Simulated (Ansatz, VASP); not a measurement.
**One calculation of AlGa3N4, two programs**

```
Al Ga N
1.0
     4.55819   -0.26767   -0.26767
    -0.26767    4.55819   -0.26767
    -0.26767   -0.26767    4.55819
Al Ga N
1 3 4
Direct
  0.00000 0.00000 0.00000
  0.50000 0.50000 0.00000
  0.50000 0.00000 0.50000
  0.00000 0.50000 0.50000
  0.75481 0.75481 0.24519
  0.75481 0.24519 0.75481
  0.24519 0.75481 0.75481
  0.24519 0.24519 0.24519
```

Alike in both runs: task single point; functional LDA; k mesh 6 × 6 × 6; occupations gaussian, width 0.05 eV; no spin polarisation.

```csv
,VASP,Ansatz
version,VASP 6.6.1,Ansatz 0.2.0
potentials or method,"VASP PAW LDA potentials, release 64 (Al, Ga_d, N), cutoff 520 eV","scalar-relativistic, plane waves, PAW"
valence electrons in the cell,62,62
```

```csv
,VASP,Ansatz,Ansatz less VASP
gap on the k mesh at the Fermi level (eV),1.34,1.34,+0.003
least direct gap on the mesh (eV),1.34,1.34,+0.003
pressure (GPa),-3.4,-4.2,-0.82
"traceless stress, the component that is largest in VASP (GPa)",24.56,24.21,-0.345
rms of the force components (eV/Å),1.701,1.655,-0.0464
```

Ansatz warns that its potentials were made for another functional, while VASP's fit it. LDA's correlation is that of Perdew and Zunger in VASP and of Perdew and Wang (1992) in Ansatz. Atom by atom the forces differ by 0.047 eV/Å (rms over components).
